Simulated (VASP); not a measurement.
A run of VASP 6.6.1 is set up as follows.

The input INCAR:

```
ALGO = Normal
EDIFF = 1E-7
ENCUT = 520
GGA = PE
ISIF = 2
ISMEAR = -1
LASPH = T
LCHARG = T
LELF = T
LREAL = F
LVHAR = T
LWAVE = F
NBANDS = 16
NELM = 100
PREC = Accurate
SIGMA = 0.02
```

The input KPOINTS:

```
k-points
0
Gamma
  12 12 6
```

POSCAR

```
AlN
1.0
    3.1066937614      0.0000000000      0.0000000000
   -1.5533468807      2.6904757192      0.0000000000
    0.0000000000      0.0000000000      4.9785915475
Al N
2 2
Direct
    0.3333333333      0.6666666667     -0.0032954728
    0.6666666667      0.3333333333      0.4967045272
    0.3333333333      0.6666666667      0.3782954728
    0.6666666667      0.3333333333      0.8782954728
```

Potentials or basis: VASP PAW PBE potentials, release 64 (Al, N).

Command:

```bash
$ cat potpaw_PBE.64/Al/POTCAR potpaw_PBE.64/N/POTCAR > POTCAR
$ mpirun -np 1 vasp_std > vasp.out
```

Task: What does it give for the band gap on the k mesh?

Result: 4.24 eV.

Task: What does it give for the largest force?

Result: 0.009 eV/Å.

Task: What does it give for the pressure?

Result: 4.4 GPa.

Stress tensor (GPa, compression positive):
```
4.44 0.00 0.00
0.00 4.44 0.00
0.00 0.00 4.29
```

Caveat: the cell stands under pressure. A k mesh can miss the band edges.
